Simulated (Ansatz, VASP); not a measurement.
One calculation of Ni, two programs

```
CELL_PARAMETERS angstrom
0.00000 1.73934 1.73934
1.73934 0.00000 1.73934
1.73934 1.73934 0.00000
ATOMIC_POSITIONS crystal
Ni 0.00000 0.00000 0.00000
```

Alike in both runs: functional r2SCAN; k mesh 20 × 20 × 20; occupations gaussian, width 0.1 eV; collinear spin.

Ansatz relaxed the structure, and its values are those at the end. VASP's run is a single point on that final structure, the one shown.

|  | VASP | Ansatz |
| --- | --- | --- |
| version | VASP 6.6.1 | Ansatz 0.2.0 |
| potentials or method | VASP PAW PBE potentials, release 64 (Ni), cutoff 520 eV | scalar-relativistic, plane waves, PAW |
| valence electrons in the cell | 10 | 18 |

```tsv
	VASP	Ansatz	Ansatz less VASP
gap on the k mesh at the Fermi level (eV)	none	none	-
pressure (GPa)	0.5	0.0	-0.46
net moment per atom (μB)	0.72	0.75	+0.026
size of the moment on the site where the two differ most (μB)	0.74	0.82	+0.074
```

VASP's potentials were made for PBE, not for r2SCAN. Site moments also hang on the region over which each program counts them. A gap of «none» marks a metal or a gap that the smearing closes. The functional is the same, so the differences come from potentials, cutoffs and numerics. VASP's potentials hold 10 valence electrons a cell and Ansatz's 18, so a difference there can come from the potentials and not from the codes.
